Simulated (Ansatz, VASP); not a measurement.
# One calculation of Nb, two programs

```
Nb
1.0
     0.00000    2.19960    2.11500
     2.19960    0.00000    2.11500
     2.19960    2.19960    0.00000
Nb
1
Direct
  0.00000 0.00000 0.00000
```

Change from the starting cell: strain +0.040 along x and y, +0.000 along z, atoms carried along.

Alike in both runs: task single point; functional r2SCAN; k mesh 20 × 20 × 20; occupations gaussian, width 0.15 eV; no spin polarisation.

|  | VASP | Ansatz |
| --- | --- | --- |
| version | VASP 6.6.1 | Ansatz 0.2.0 |
| potentials or method | VASP PAW PBE potentials, release 64 (Nb_sv), cutoff 520 eV | scalar-relativistic, plane waves, PAW |
| valence electrons in the cell | 13 | 13 |

|  | VASP | Ansatz | Ansatz less VASP |
| --- | --- | --- | --- |
| gap on the k mesh at the Fermi level (eV) | none | none | - |
| pressure (GPa) | -13.4 | -13.3 | +0.18 |
| traceless stress, the component that is largest in VASP (GPa) | -5.04 | -5.07 | -0.028 |

VASP's potentials were made for PBE, not for r2SCAN. A gap of «none» marks a metal or a gap that the smearing closes. The functional is the same, so the differences come from potentials, cutoffs and numerics.
